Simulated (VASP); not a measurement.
# Fe (Pm-3m) in VASP: further runs

Runs on Fe. Level: PBE. Tasks: single point.

Program: VASP 6.6.1. These are calculated values, not measurements. Logs are shortened: lines on timing, memory, paths and dates and some standing lists are left out, and cuts for length are marked.

### Step 1. The cell of the first run

The structure is cubic, space group Pm-3m (No. 221). Conventional cell: a = 2.383 Å, b = 2.383 Å, c = 2.383 Å, α = 90.00°, β = 90.00°, γ = 90.00°. Within 3.1 Å of Fe (site symmetry m-3m) lie 6 Fe at 2.38 Å.

This isn't the form of Fe at room conditions, which is bcc.

### Step 2. Single point, PBE, collinear spin, ferromagnetic start

INCAR

```
SYSTEM = Fe
  ALGO = Normal
  EDIFF = 1E-7
  ENCUT = 520
  GGA = PE
  ISIF = 2
  ISMEAR = -1
  ISPIN = 2
  LASPH = .True.
  LCHARG = .True.
  LELF = .True.
  LMAXMIX = 4
  LORBIT = 11
  LREAL = .False.
  LVHAR = .True.
  LWAVE = .False.
  MAGMOM = 2.5
  NBANDS = 14
  NELM = 150
  PREC = Accurate
  SIGMA = 0.1
```

KPOINTS

```
k-points
0
Gamma
  16 16 16
  0 0 0
```

POSCAR

```
Fe
1.0
    2.3827194538      0.0000000000      0.0000000000
    0.0000000000      2.3827194538      0.0000000000
    0.0000000000      0.0000000000      2.3827194538
Fe
1
Direct
    0.0000000000      0.0000000000      0.0000000000
```

Potentials or basis: VASP PAW PBE potentials, release 64 (Fe).

The run is started by

```bash
$ cat potpaw_PBE.64/Fe/POTCAR > POTCAR
$ mpirun -np 1 vasp_std > vasp.out
```

OUTCAR:

```text
SYSTEM = Fe
   EDIFF = 1E-7
   ENCUT = 520
   GGA = PE
   ISIF = 2
   ISMEAR = -1
   ISPIN = 2
   LASPH = .True.
   LORBIT = 11
   LREAL = .False.
   NELM = 150
   PREC = Accurate

 ion  position               nearest neighbor table
   1  0.000  0.000  0.000-

  LATTYP: Found a simple cubic cell.
 ALAT       =     2.3827194538

  Lattice vectors:

 A1 = (   2.3827194538,   0.0000000000,   0.0000000000)
 A2 = (   0.0000000000,   2.3827194538,   0.0000000000)
 A3 = (   0.0000000000,   0.0000000000,   2.3827194538)

Analysis of symmetry for initial positions (statically):
=====================================================================
 Subroutine PRICEL returns:
 Original cell was already a primitive cell.

 Routine SETGRP: Setting up the symmetry group for a
 simple cubic supercell.

 Subroutine GETGRP returns: Found 48 space group operations
 (whereof 48 operations were pure point group operations)
 out of a pool of 48 trial point group operations.

The static configuration has the point symmetry O_h .

Analysis of symmetry for dynamics (positions and initial velocities):
=====================================================================
 Subroutine PRICEL returns:
 Original cell was already a primitive cell.

 Routine SETGRP: Setting up the symmetry group for a
 simple cubic supercell.

 Subroutine GETGRP returns: Found 48 space group operations
 (whereof 48 operations were pure point group operations)
 out of a pool of 48 trial point group operations.

The dynamic configuration has the point symmetry O_h .

Analysis of structural, dynamic, and magnetic symmetry:
=====================================================================
 Subroutine PRICEL returns:
 Original cell was already a primitive cell.

 Routine SETGRP: Setting up the symmetry group for a
 simple cubic supercell.

 Subroutine GETGRP returns: Found 48 space group operations
 (whereof 48 operations were pure point group operations)
 out of a pool of 48 trial point group operations.

The overall configuration has the point symmetry O_h .

 Subroutine INISYM returns: Found 48 space group operations
 (whereof 48 operations are pure point group operations),
 and found     1 'primitive' translations

----------------------------------------------------------------------------------------

                                     Primitive cell

  volume of cell :      13.5275

  direct lattice vectors                    reciprocal lattice vectors
[... 124 lines left out ...]

 Free energy of the ion-electron system (eV)
  ---------------------------------------------------
  ext. energy  EPLUGINS =         0.00000000
  ---------------------------------------------------
  free energy    TOTEN  =        -7.50097786 eV

  energy without entropy =       -7.47182591  energy(sigma->0) =       -7.48640188

 E-fermi :   4.5058     XC(G=0): -12.0572

 val. band max:        4.5025760206   @ k =   0.5000   0.2500   0.1875
 cond. band min:       4.5138328133   @ k =   0.5000   0.3750   0.1250
 fundamental gap:      0.0112567927
 Fermi energy:         4.5057544932

 spin component 1

 k-point     1 :       0.0000    0.0000    0.0000
  band No.  band energies     occupation
      1      -3.2105      1.00000
      2       0.6596      1.00000
      3       0.6596      1.00000
      4       3.8872      0.99794
      5       3.8872      0.99794
      6       3.8872      0.99794
      7      22.9664      0.00000
      8      22.9664      0.00000
      9      22.9664      0.00000
     10      26.7793      0.00000
     11      26.7793      0.00000
     12      31.1294      0.00000
     13      43.4947      0.00000
     14      43.4947      0.00000
[... 379 lines left out ...]
      3       1.6613      1.00000
      4       2.7452      1.00000
      5       3.8292      0.99885
      6       4.6953      0.13060
      7       8.6083      0.00000
      8      24.5813      0.00000
      9      26.6058      0.00000
     10      28.9521      0.00000
     11      30.9349      0.00000
     12      32.2432      0.00000
     13      34.8586      0.00000
     14      36.6365      0.00000

 [... further k-points ...]

 spin component 2

 k-point     1 :       0.0000    0.0000    0.0000
  band No.  band energies     occupation
      1      -2.9192      1.00000
      2       2.1844      1.00000
      3       2.1848      1.00000
      4       6.9450      0.00000
      5       6.9451      0.00000
      6       6.9457      0.00000
      7      23.5874      0.00000
      8      23.5874      0.00000
      9      23.5874      0.00000
     10      27.2259      0.00000
     11      27.2259      0.00000
     12      30.9790      0.00000
     13      43.9095      0.00000
     14      43.9095      0.00000
[... 379 lines left out ...]
      3       3.0624      1.00000
      4       5.5840      0.00002
      5       6.1931      0.00000
      6       6.8738      0.00000
      7      10.0455      0.00000
      8      24.8148      0.00000
      9      27.4950      0.00000
     10      28.8680      0.00000
     11      31.9208      0.00000
     12      32.7811      0.00000
     13      35.4405      0.00000
     14      36.8865      0.00000

 [... further k-points ...]

------------------------ aborting loop because EDIFF is reached ----------------------------------------

  FORCE on cell =-STRESS in cart. coord.  units (eV):
  Direction    XX          YY          ZZ          XY          YZ          ZX
  --------------------------------------------------------------------------------------
  -------------------------------------------------------------------------------------
  Total       -0.1919933     -0.1919933     -0.1919933     -0.0000000      0.0000000     -0.0000000
  in kB      -22.7393435    -22.7393435    -22.7393435     -0.0000000      0.0000000     -0.0000000
  external PRESSURE =     -22.7393435 kB  Pullay stress =       0.0000000 kB

 VOLUME and BASIS-vectors are now :
 -----------------------------------------------------------------------------
  energy-cutoff  :      520.00
  volume of cell :       13.53
      direct lattice vectors                 reciprocal lattice vectors
     2.382719454  0.000000000  0.000000000     0.419688520  0.000000000  0.000000000
     0.000000000  2.382719454  0.000000000     0.000000000  0.419688520  0.000000000
     0.000000000  0.000000000  2.382719454     0.000000000  0.000000000  0.419688520

 POSITION                                       TOTAL-FORCE (eV/Angst)
 -----------------------------------------------------------------------------------
      0.00000      0.00000      0.00000         0.000000      0.000000      0.000000
 -----------------------------------------------------------------------------------
    total drift:                                0.000000      0.000000      0.000000

  FREE ENERGIE OF THE ION-ELECTRON SYSTEM (eV)
  ---------------------------------------------------
  free  energy   TOTEN  =        -7.5009778598 eV

  energy  without entropy=       -7.4718259073  energy(sigma->0) =       -7.48640188

 total charge

# of ion       s       p       d       tot
------------------------------------------
    1        0.491   0.399   6.257   7.146

 magnetization (x)

# of ion       s       p       d       tot
------------------------------------------
    1        0.002  -0.009   2.415   2.408
```

OSZICAR:

```text
N       E                     dE             d eps       ncg     rms          rms(c)
DAV:   1     0.223108032045E+02    0.22311E+02   -0.38303E+03 10064   0.665E+02
DAV:   2    -0.711940065813E+01   -0.29430E+02   -0.26979E+02 10050   0.123E+02
DAV:   3    -0.812681052194E+01   -0.10074E+01   -0.99753E+00 11214   0.237E+01
DAV:   4    -0.813073277365E+01   -0.39223E-02   -0.39217E-02 10890   0.135E+00
DAV:   5    -0.813075682837E+01   -0.24055E-04   -0.24054E-04 11292   0.109E-01    0.906E+00
DAV:   6    -0.763048132366E+01    0.50028E+00   -0.96717E+00 11286   0.344E+01    0.632E+00
DAV:   7    -0.750242399515E+01    0.12806E+00   -0.98699E-01 11240   0.104E+01    0.316E+00
DAV:   8    -0.750522837787E+01   -0.28044E-02   -0.10954E-02 10656   0.673E-01    0.150E+00
DAV:   9    -0.750032540598E+01    0.49030E-02   -0.81243E-03 11390   0.520E-01    0.421E-01
DAV:  10    -0.750092156862E+01   -0.59616E-03   -0.15056E-03 10778   0.223E-01    0.822E-02
DAV:  11    -0.750097569649E+01   -0.54128E-04   -0.17450E-04 11274   0.980E-02    0.321E-02
DAV:  12    -0.750097697798E+01   -0.12815E-05   -0.79295E-06 10332   0.244E-02    0.140E-02
DAV:  13    -0.750097864574E+01   -0.16678E-05   -0.21694E-06 11242   0.106E-02    0.592E-03
DAV:  14    -0.750097790082E+01    0.74492E-06   -0.30016E-07 10908   0.530E-03    0.150E-03
DAV:  15    -0.750097785984E+01    0.40978E-07   -0.71699E-09  5640   0.866E-04
   1 F= -.75009779E+01 E0= -.74864019E+01  d E =-.291520E-01  mag=     2.4190
```

Run time: 56 s. Hardware: 1 thread of Intel Xeon Platinum 8375C at 2.90GHz (Ice Lake), shared host; peak memory 0.16 GiB.

Results:

```yaml
Free_energy: -7.5010 eV
Pressure: -2.3 GPa
Net_moment: 2.42 μB per cell
Site_moments: Fe +2.41 μB
Valence_electrons_inside_the_program's_atomic_spheres: Fe 7.15
```

Levels at points of the mesh, in eV from the Fermi level:
Spin up:
```
           k point  band 1  band 2  band 3  band 4  band 5  band 6  band 7  band 8  band 9  band 10
(0.00, 0.00, 0.00)   -7.72   -3.85   -3.85   -0.62   -0.62   -0.62   18.46   18.46   18.46    22.27
(0.50, 0.00, 0.00)   -3.98   -3.36   -1.79   -1.79   -1.10   -0.51    4.05   22.59   25.36    25.73
(0.50, 0.50, 0.00)   -4.83   -2.92   -1.56   -1.56    0.73    4.97    4.97   10.86   11.63    29.34
(0.50, 0.50, 0.50)   -3.87   -3.87   -3.87    0.79    0.79   11.53   11.53   11.53   12.64    16.28
```
Spin down:
```csv
k point,band 1,band 2,band 3,band 4,band 5,band 6,band 7,band 8
"(0.00, 0.00, 0.00)",-7.42,-2.32,-2.32,2.44,2.44,2.44,19.08,19.08
"(0.50, 0.00, 0.00)",-2.96,-1.75,-0.97,1.03,1.04,2.56,5.53,22.49
"(0.50, 0.50, 0.00)",-2.96,-1.37,1.34,1.34,2.73,5.34,5.34,11.82
"(0.50, 0.50, 0.50)",-1.60,-1.60,-1.60,2.80,2.80,12.16,12.16,12.16
```

### Step 3. Single point, PBE, collinear spin, ferromagnetic start

INCAR

```
ALGO = Normal
EDIFF = 1E-7
ENCUT = 520
GGA = PE
ISIF = 2
ISMEAR = -1
ISPIN = 2
LASPH = True
LCHARG = True
LELF = True
LMAXMIX = 4
LORBIT = 11
LREAL = False
LVHAR = True
LWAVE = False
MAGMOM = 2.5
NBANDS = 14
NELM = 150
PREC = Accurate
SIGMA = 0.1
```

KPOINTS

```
k-points
0
Gamma
  16 16 16
```

POSCAR

```
Fe
1.0
    2.3820805558      0.0000000000      0.0000000000
    0.0000000000      2.3820805558      0.0000000000
    0.0000000000      0.0000000000      2.3820805558
Fe
1
Direct
    0.0000000000      0.0000000000      0.0000000000
```

Potentials or basis: VASP PAW PBE potentials, release 64 (Fe).

The run is started by

```bash
$ cat potpaw_PBE.64/Fe/POTCAR > POTCAR
$ mpirun -np 1 vasp_std > vasp.out
```

It took 64 s on 1 thread of Intel Xeon Platinum 8375C at 2.90GHz (Ice Lake), shared host; peak memory 0.16 GiB.

The run converged. Its results:

| Quantity | Value |
| --- | --- |
| Free energy | -7.5011 eV |
| Pressure | -2.2 GPa |
| Net moment | 2.42 μB per cell |
| Site moments | Fe +2.41 μB |
| Valence electrons inside the program's atomic spheres | Fe 7.15 |

Levels at points of the mesh, in eV from the Fermi level:
Spin up:
```tsv
k point	band 1	band 2	band 3	band 4	band 5	band 6	band 7	band 8	band 9	band 10
(0.00, 0.00, 0.00)	-7.72	-3.85	-3.85	-0.62	-0.62	-0.62	18.47	18.47	18.47	22.29
(0.50, 0.00, 0.00)	-3.98	-3.36	-1.79	-1.79	-1.10	-0.51	4.06	22.60	25.37	25.75
(0.50, 0.50, 0.00)	-4.83	-2.93	-1.56	-1.56	0.73	4.97	4.97	10.86	11.64	29.35
(0.50, 0.50, 0.50)	-3.87	-3.87	-3.87	0.80	0.80	11.54	11.54	11.54	12.64	16.29
```
Spin down:
```csv
k point,band 1,band 2,band 3,band 4,band 5,band 6
"(0.00, 0.00, 0.00)",-7.43,-2.33,-2.32,2.44,2.44,2.44
"(0.50, 0.00, 0.00)",-2.96,-1.75,-0.97,1.03,1.03,2.56
"(0.50, 0.50, 0.00)",-2.97,-1.38,1.34,1.34,2.73,5.34
"(0.50, 0.50, 0.50)",-1.60,-1.60,-1.60,2.80,2.80,12.17
```
